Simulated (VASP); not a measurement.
# SiO2 (I-42d) in VASP: single point with LDA

Aim: the single point of SiO2 with LDA.

Everything below comes from runs of VASP 6.6.1. Logs are shortened: lines on timing, memory, paths and dates and some standing lists are left out, and cuts for length are marked.

## Step 1: The cell of the first run

The structure is tetragonal, space group I-42d (No. 122). The conventional cell has a = 4.925 Å, b = 4.925 Å, c = 7.287 Å, α = 90.00°, β = 90.00°, γ = 90.00°. Within 2.1 Å of Si (site symmetry -4) lie 4 O at 1.61 Å. O (site symmetry 2) has 2 Si at 1.61 Å within 2.1 Å.

## Step 2: Single point, LDA

Contents of INCAR:

```
SYSTEM = SiO2
PREC = Accurate
ENCUT = 520
EDIFF = 1E-6
ISMEAR = 0
SIGMA = 0.05
LREAL = .FALSE.
LASPH = .TRUE.
NELM = 80
ALGO = Normal
ISIF = 2
LWAVE = .FALSE.
LCHARG = .FALSE.
GGA = CA
NBANDS = 25
```

Contents of KPOINTS:

```
Automatic mesh
0
G
  8 8 8
  0 0 0
```

Contents of POSCAR:

```
SiO2
1.0
   -2.4624995674      2.4624995674      3.6436692979
    2.4624995674     -2.4624995674      3.6436692979
    2.4624995674      2.4624995674     -3.6436692979
Si O
2 4
Direct
    0.0000000000      0.0000000000      0.0000000000
    0.7500000000      0.2500000000      0.5000000000
    0.9742769794      0.6250000000      0.8492769794
    0.3750000000      0.2242769794      0.3492769794
    0.7757230206      0.1250000000      0.1507230206
    0.8750000000      0.0257230206      0.6507230206
```

Potentials or basis: VASP PAW LDA potentials, release 64 (Si, O).

Launch:

```console
$ cat potpaw_LDA.64/Si/POTCAR potpaw_LDA.64/O/POTCAR > POTCAR
$ mpirun -np 1 vasp_std > vasp.out
```

OUTCAR:

```text
SYSTEM = SiO2
   PREC = Accurate
   ENCUT = 520
   EDIFF = 1E-6
   ISMEAR = 0
   LREAL = .FALSE.
   LASPH = .TRUE.
   NELM = 80
   ISIF = 2
   GGA = CA

 ion  position               nearest neighbor table
   1  0.000  0.000  0.000-   3 1.61   4 1.61   5 1.61   6 1.61   2 3.06   2 3.06   2 3.06   2 3.06

   2  0.750  0.250  0.500-   4 1.61   3 1.61   5 1.61   6 1.61   1 3.06   1 3.06   1 3.06   1 3.06

   3  0.974  0.625  0.849-   1 1.61   2 1.61
   4  0.375  0.224  0.349-   2 1.61   1 1.61
   5  0.776  0.125  0.151-   1 1.61   2 1.61
   6  0.875  0.026  0.651-   1 1.61   2 1.61

  LATTYP: Found a body centered tetragonal cell.
 ALAT       =     4.9249991348
 C/A-ratio  =     1.4796629190

  Lattice vectors:

 A1 = (  -2.4624995674,   2.4624995674,   3.6436692979)
 A2 = (   2.4624995674,  -2.4624995674,   3.6436692979)
 A3 = (   2.4624995674,   2.4624995674,  -3.6436692979)

Analysis of symmetry for initial positions (statically):
=====================================================================
 Subroutine PRICEL returns:
 Original cell was already a primitive cell.

 Routine SETGRP: Setting up the symmetry group for a
 body centered tetragonal supercell.

 Subroutine GETGRP returns: Found  8 space group operations
 (whereof  4 operations were pure point group operations)
 out of a pool of 16 trial point group operations.

The static configuration has the point symmetry S_4 .
 The point group associated with its full space group is D_2d.

Analysis of symmetry for dynamics (positions and initial velocities):
=====================================================================
 Subroutine PRICEL returns:
 Original cell was already a primitive cell.

 Routine SETGRP: Setting up the symmetry group for a
 body centered tetragonal supercell.

 Subroutine GETGRP returns: Found  8 space group operations
 (whereof  4 operations were pure point group operations)
 out of a pool of 16 trial point group operations.

The dynamic configuration has the point symmetry S_4 .
 The point group associated with its full space group is D_2d.

 Subroutine INISYM returns: Found  8 space group operations
 (whereof  4 operations are pure point group operations),
 and found     1 'primitive' translations

----------------------------------------------------------------------------------------

                                     Primitive cell

  volume of cell :      88.3794

  direct lattice vectors                    reciprocal lattice vectors
    -2.462499567  2.462499567  3.643669298     0.000000000  0.203045721  0.137224309
     2.462499567 -2.462499567  3.643669298     0.203045721  0.000000000  0.137224309
     2.462499567  2.462499567 -3.643669298     0.203045721  0.203045721  0.000000000

  length of vectors
     5.040251402  5.040251402  5.040251402     0.245067492  0.245067492  0.287150012

  position of ions in fractional coordinates (direct lattice)
     0.000000000  0.000000000  0.000000000
     0.750000000  0.250000000  0.500000000
     0.974276979  0.625000000  0.849276979
     0.375000000  0.224276979  0.349276979
     0.775723021  0.125000000  0.150723021
     0.875000000  0.025723021  0.650723021

  ion indices of the primitive-cell ions
   primitive index   ion index
                 1           1
                 2           2
                 3           3
                 4           4
                 5           5
                 6           6

----------------------------------------------------------------------------------------

 KPOINTS: Automatic mesh

Automatic generation of k-mesh.
 Grid dimensions read from file:
 generate k-points for:    8    8    8

 Generating k-lattice:

  Cartesian coordinates                     Fractional coordinates (reciprocal lattice)
     0.000000000  0.025380715  0.017153039     0.125000000  0.000000000 -0.000000000
     0.025380715  0.000000000  0.017153039     0.000000000  0.125000000 -0.000000000
     0.025380715  0.025380715  0.000000000     0.000000000  0.000000000  0.125000000

  Length of vectors
     0.030633437  0.030633437  0.035893752

  Shift w.r.t. Gamma in fractional coordinates (k-lattice)
     0.000000000  0.000000000  0.000000000

 Subroutine IBZKPT returns following result:
 ===========================================

 Found     59 irreducible k-points:

 Following reciprocal coordinates:
            Coordinates               Weight
  0.000000  0.000000  0.000000      1.000000
  0.125000 -0.000000  0.000000      8.000000
  0.250000 -0.000000  0.000000      8.000000
  0.375000  0.000000  0.000000      8.000000
  0.500000 -0.000000  0.000000      4.000000
  0.125000  0.125000  0.000000      8.000000
[... 16 lines left out ...]
  0.250000  0.125000  0.125000     16.000000
  0.375000  0.125000  0.125000      8.000000
 [... further k-points ...]
   k-points           NKPTS =     59   k-points in BZ     NKDIM =     59   number of bands    NBANDS=     25
   number of dos      NEDOS =    301   number of ions     NIONS =      6
   total plane-waves  NPLWV =  64000
   dimension x,y,z NGX =    40 NGY =   40 NGZ =   40
   dimension x,y,z NGXF=    80 NGYF=   80 NGZF=   80
   ions per type =               2   4
   NGX,Y,Z   is equivalent  to a cutoff of  13.19, 13.19, 13.19 a.u.
   NGXF,Y,Z  is equivalent  to a cutoff of  26.39, 26.39, 26.39 a.u.
 SYSTEM =  SiO2
   PREC   = accura    normal or accurate (medium, high low for compatibility)
   ISTART =      0    job   : 0-new  1-cont  2-samecut
   ICHARG =      2    charge: 1-file 2-atom 10-const
   ISPIN  =      1    spin polarized calculation?
   LNONCOLLINEAR =      F non collinear calculations
   LSORBIT =      F    spin-orbit coupling
   LASPH  =      T    aspherical Exc in radial PAW
   ENCUT  =  520.0 eV  38.22 Ry    6.18 a.u.   9.37  9.37  9.37*2*pi/ulx,y,z
   NELM   =     80;   NELMIN=  2; NELMDL= -5     # of ELM steps
   EDIFF  = 0.1E-05   stopping-criterion for ELM
   LREAL  =      F    real-space projection
   EDIFFG = 0.1E-04   stopping-criterion for IOM
   NSW    =      0    number of steps for IOM
   IBRION =     -1    ionic relax: 0-MD 1-quasi-New 2-CG
   NFREE  =      0    steps in history (QN), initial steepest desc. (CG)
   ISIF   =      2    stress and relaxation
   ISYM   =      2    0-nonsym 1-usesym 2-fastsym
   POTIM  = 0.5000    time-step for ionic-motion
   TEBEG  =    0.0;   TEEND  =   0.0 temperature during run
   PSTRESS=    0.0 pullay stress
   NELECT =      32.0000    total number of electrons
   NUPDOWN=      -1.0000    fix difference up-down
   EMIN   =  10.00;   EMAX   =-10.00  energy-range for DOS
   EFERMI =   0.00;   METHOD = LEGACY
   ISMEAR =     0;   SIGMA  =   0.05  broadening in eV -4-tet -1-fermi 0-gaus
   EFERMI_NEDOS =   21; number of points for ismear=-14 and -15
   IALGO  =     38    algorithm
   IMIX   =      4    mixing-type and parameters
     AMIX     =   0.40;   BMIX     =  1.00
     AMIX_MAG =   1.60;   BMIX_MAG =  1.00
  volume/ion in A,a.u.               =      14.73        99.40
  Fermi-wavevector in a.u.,A,eV,Ry     =   1.166830  2.204990 18.524239  1.361493
  Thomas-Fermi vector in A             =   2.303338
   LORBIT       =      0    0 simple, 1 ext, 2 COOP (PROOUT), +10 PAW based schemes
   GGA     = CA    functional components
   LHFCALC =     F    Hartree Fock is set to
   AEXX    =    0.0000 exact exchange contribution
   IVDW    =     0    specifies the selected vdW correction
   LEPSILON=     F    determine dielectric tensor
   LRPA    =     F    only Hartree local field effects (RPA)
 non-spin polarized calculation
 Gauss-broadening in eV      SIGMA  =   0.05
  energy-cutoff  :      520.00
  volume of cell :       88.38
 maximum number of plane-waves:      2400
 NGX is ok and might be reduce to    40
   NGX = 19   NGY = 19   NGZ = 19

 number of electron      32.0000010 magnetization

 Free energy of the ion-electron system (eV)
  ---------------------------------------------------
  ext. energy  EPLUGINS =         0.00000000
  ---------------------------------------------------
  free energy    TOTEN  =       -51.87607016 eV

  energy without entropy =      -51.87607016  energy(sigma->0) =      -51.87607016

 E-fermi :  -0.3541     XC(G=0):  -8.8101

 val. band max:       -0.5934350567   @ k =   0.0000   0.0000   0.0000
 cond. band min:       5.1705358169   @ k =   0.0000   0.0000   0.0000
 fundamental gap:      5.7639708736
 Fermi energy:        -0.3540848081

 k-point     1 :       0.0000    0.0000    0.0000
  band No.  band energies     occupation
      1     -19.6093      2.00000
      2     -17.4232      2.00000
      3     -17.4232      2.00000
      4     -17.3610      2.00000
      5      -9.8579      2.00000
      6      -6.1834      2.00000
[... 17 lines left out ...]
     24      12.1899      0.00000
     25      12.8710      0.00000

 k-point     2 :       0.1250   -0.0000    0.0000
  band No.  band energies     occupation
      1     -19.5602      2.00000
      2     -17.4975      2.00000
      3     -17.4266      2.00000
      4     -17.3781      2.00000
      5      -9.7309      2.00000
      6      -6.2135      2.00000
[... 17 lines left out ...]
     24      12.1359      0.00000
     25      12.8165      0.00000

 k-point     3 :       0.2500   -0.0000    0.0000
  band No.  band energies     occupation
      1     -19.4238      2.00000
      2     -17.7203      2.00000
      3     -17.4338      2.00000
      4     -17.3910      2.00000
      5      -9.4025      2.00000
      6      -6.3414      2.00000
[... 17 lines left out ...]
     24      12.2651      0.00000
     25      12.6169      0.00000

 k-point     4 :       0.3750    0.0000    0.0000
  band No.  band energies     occupation
      1     -19.2457      2.00000
      2     -17.9845      2.00000
      3     -17.4399      2.00000
      4     -17.4011      2.00000
      5      -9.0260      2.00000
      6      -6.5279      2.00000
[... 17 lines left out ...]
     24      12.0560      0.00000
     25      13.1338      0.00000

 k-point     5 :       0.5000   -0.0000    0.0000
  band No.  band energies     occupation
      1     -19.1479      2.00000
      2     -18.1171      2.00000
      3     -17.4420      2.00000
      4     -17.4055      2.00000
      5      -8.8463      2.00000
      6      -6.6292      2.00000
[... 17 lines left out ...]
     24      12.5009      0.00000
     25      12.6942      0.00000

 k-point     6 :       0.1250    0.1250    0.0000
  band No.  band energies     occupation
      1     -19.4809      2.00000
      2     -17.6197      2.00000
      3     -17.4334      2.00000
      4     -17.3952      2.00000
      5      -9.5297      2.00000
      6      -6.3040      2.00000
[... 17 lines left out ...]
     24      12.1920      0.00000
     25      12.9077      0.00000
[... 393 lines left out ...]
 k-point    21 :       0.5000    0.5000    0.0000
  band No.  band energies     occupation
      1     -18.6587      2.00000
      2     -18.6587      2.00000
      3     -17.4400      2.00000
      4     -17.4400      2.00000
      5      -7.8736      2.00000
      6      -7.8736      2.00000
[... 17 lines left out ...]
     24      10.9748      0.00000
     25      12.4261      0.00000

 k-point    22 :       0.1250    0.1250    0.1250
  band No.  band energies     occupation
      1     -19.2994      2.00000
      2     -17.9026      2.00000
      3     -17.4428      2.00000
      4     -17.3986      2.00000
      5      -9.1249      2.00000
      6      -6.6702      2.00000
[... 17 lines left out ...]
     24      11.9828      0.00000
     25      12.5045      0.00000

 k-point    23 :       0.2500    0.1250    0.1250
  band No.  band energies     occupation
      1     -19.1180      2.00000
      2     -18.1452      2.00000
      3     -17.4492      2.00000
      4     -17.4111      2.00000
      5      -8.7500      2.00000
      6      -6.9260      2.00000
[... 17 lines left out ...]
     24      12.0693      0.00000
     25      12.6294      0.00000

 k-point    24 :       0.3750    0.1250    0.1250
  band No.  band energies     occupation
      1     -19.0105      2.00000
      2     -18.2777      2.00000
      3     -17.4510      2.00000
      4     -17.4168      2.00000
      5      -8.5519      2.00000
      6      -7.0743      2.00000
[... 17 lines left out ...]
     24      12.3805      0.00000
     25      12.8392      0.00000

 [... further k-points ...]

------------------------ aborting loop because EDIFF is reached ----------------------------------------

  FORCE on cell =-STRESS in cart. coord.  units (eV):
  Direction    XX          YY          ZZ          XY          YZ          ZX
  --------------------------------------------------------------------------------------
  -------------------------------------------------------------------------------------
  Total        0.3050271      0.3050271      0.3065461      0.0000000      0.0000000      0.0000000
  in kB        5.5296513      5.5296513      5.5571876      0.0000000      0.0000000      0.0000000
  external PRESSURE =       5.5388301 kB  Pullay stress =       0.0000000 kB

 VOLUME and BASIS-vectors are now :
 -----------------------------------------------------------------------------
  energy-cutoff  :      520.00
  volume of cell :       88.38
      direct lattice vectors                 reciprocal lattice vectors
    -2.462499567  2.462499567  3.643669298     0.000000000  0.203045721  0.137224309
     2.462499567 -2.462499567  3.643669298     0.203045721  0.000000000  0.137224309
     2.462499567  2.462499567 -3.643669298     0.203045721  0.203045721  0.000000000

 POSITION                                       TOTAL-FORCE (eV/Angst)
 -----------------------------------------------------------------------------------
      0.00000      0.00000      0.00000        -0.000000      0.000000     -0.000000
      0.00000      2.46250      1.82183         0.000000      0.000000      0.000000
      1.23125      2.95144      2.73275         0.000000      0.027669      0.000000
      0.48894      1.23125      0.91092         0.027669      0.000000      0.000000
     -1.23125      1.97356      2.73275         0.000000     -0.027669     -0.000000
     -0.48894      3.69375      0.91092        -0.027669      0.000000     -0.000000
 -----------------------------------------------------------------------------------
    total drift:                                0.000001      0.000001      0.000000

  FREE ENERGIE OF THE ION-ELECTRON SYSTEM (eV)
  ---------------------------------------------------
  free  energy   TOTEN  =       -51.8760701628 eV

  energy  without entropy=      -51.8760701628  energy(sigma->0) =      -51.87607016
```

Wall time 2.3 min (1 thread of AMD EPYC 7R13 (Zen 3), shared host); peak memory 0.22 GiB.

Results:

```
Free energy            : -51.8761 eV
Pressure               : 0.6 GPa
Largest force          : 0.028 eV/Å
Band gap on the k mesh : 5.76 eV
```

Forces on the atoms (eV/Å):
```
Si   0.000  0.000  0.000
Si   0.000  0.000  0.000
O    0.000  0.028  0.000
O    0.028  0.000  0.000
O    0.000 -0.028  0.000
O   -0.028  0.000  0.000
```

Levels at points of the mesh, in eV from the valence-band top:
| k point | band 14 | band 15 | band 16 | band 17 | band 18 | band 19 |
| --- | --- | --- | --- | --- | --- | --- |
| (0.00, 0.00, 0.00) | -0.70 | 0.00 | 0.00 | 5.76 | 8.60 | 10.57 |
| (0.50, 0.00, 0.00) | -0.79 | -0.48 | -0.15 | 8.16 | 8.74 | 9.50 |
| (0.50, 0.50, 0.00) | -0.99 | -0.33 | -0.33 | 8.97 | 8.97 | 10.09 |
| (0.50, 0.50, 0.50) | -1.50 | -0.32 | -0.32 | 8.73 | 8.73 | 10.03 |

A k mesh can miss the band edges. LDA gaps usually lie below the measured ones, often by a third to a half.
